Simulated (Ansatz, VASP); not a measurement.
## V in VASP and in Ansatz

```
V
1.0
     0.00000    1.91066    1.91066
     1.91066    0.00000    1.91066
     1.91066    1.91066    0.00000
V
1
Cartesian
  0.0000 0.0000 0.0000
```

Alike in both runs: functional PBE; k mesh 8 × 8 × 8; no spin polarisation.

Ansatz relaxed the structure, and its values are those at the end. VASP's run is a single point on that final structure, the one shown.

|  | VASP | Ansatz |
| --- | --- | --- |
| version | VASP 6.6.1 | Ansatz 0.2.0 |
| potentials or method | VASP PAW PBE potentials, release 64 (V_sv), cutoff 500 eV | PAW plane waves |
| occupations | fermi-dirac, width 0.1 eV | fermi-dirac |
| valence electrons in the cell | 13 | 13 |

Ansatz gave:

| Item | Value |
| --- | --- |
| gap on the k mesh at the Fermi level (eV) | none |
| pressure (GPa) | 0.0 |

Task: Estimate VASP's values.

Result: gap on the k mesh at the Fermi level (eV): none; pressure (GPa): 0.1.

A gap of «none» marks a metal or a gap that the smearing closes.
